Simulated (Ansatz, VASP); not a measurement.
# Ge: VASP beside Ansatz

Contents of POSCAR:

```
Ge
1.0
    1.3971490000     -2.6005160000      0.0000000000
    1.3971490000      2.6005160000      0.0000000000
    0.0000000000      0.0000000000      2.7791779300
Ge
1
Direct
    0.5000000000      0.5000000000      0.0000000000
```

INCAR.step1

```
SYSTEM = Ge
  PREC = Accurate
  ENCUT = 520
  ISMEAR = 0
  SIGMA = 0.15
  LREAL = .FALSE.
  LASPH = .TRUE.
  NELM = 60
  NBANDS = 13
  GGA = PE
  ALGO = Normal
  EDIFF = 1E-4
  LWAVE = .TRUE.
  LCHARG = .FALSE.
```

INCAR.step2

```
SYSTEM = Ge
  PREC = Accurate
  ENCUT = 520
  EDIFF = 1E-7
  ISMEAR = 0
  SIGMA = 0.15
  LREAL = .FALSE.
  LASPH = .TRUE.
  NELM = 60
  ALGO = Normal
  ISIF = 2
  LWAVE = .FALSE.
  LCHARG = .FALSE.
  METAGGA = R2SCAN
  LMIXTAU = .TRUE.
  NBANDS = 13
  ISTART = 1
```

Contents of KPOINTS:

```
regular mesh
0
G
  20 20 18
  0 0 0
```

Input for Ansatz:

```yaml
crystal:
  lattice:
    - [1.397149, -2.600516, 0.0]
    - [1.397149, 2.600516, 0.0]
    - [0.0, 0.0, 2.77917793]
  atoms:
    - { symbol: Ge, position: [0.5, 0.5, 0.0] }
basis:
  ecutwfc: 500
kpoints:
  mp_grid: { grid: [20, 20, 18] }
hamiltonian:
  xc: r2scan
scf:
  occupations: { method: gaussian, width: 0.15 }
output:
  forces: true
  stress: true
  eigenvalues: true
```

Change from the starting cell: strain +0.000 along x and y, +0.030 along z, atoms carried along.

Alike in both runs: task single point; functional r2SCAN; k mesh 20 × 20 × 18; occupations gaussian, width 0.15 eV; no spin polarisation.

```csv
,VASP,Ansatz
version,VASP 6.6.1,Ansatz 0.2.0
potentials or method,"VASP PAW PBE potentials, release 64 (Ge_d), cutoff 520 eV","scalar-relativistic, plane waves, PAW"
valence electrons in the cell,14,14
```

|  | VASP | Ansatz | Ansatz less VASP |
| --- | --- | --- | --- |
| gap on the k mesh at the Fermi level (eV) | none | none | - |
| pressure (GPa) | -4.8 | -4.7 | +0.13 |
| traceless stress, the component that is largest in VASP (GPa) | -3.37 | -3.38 | -0.012 |

VASP's potentials were made for PBE, not for r2SCAN. A gap of «none» marks a metal or a gap that the smearing closes.
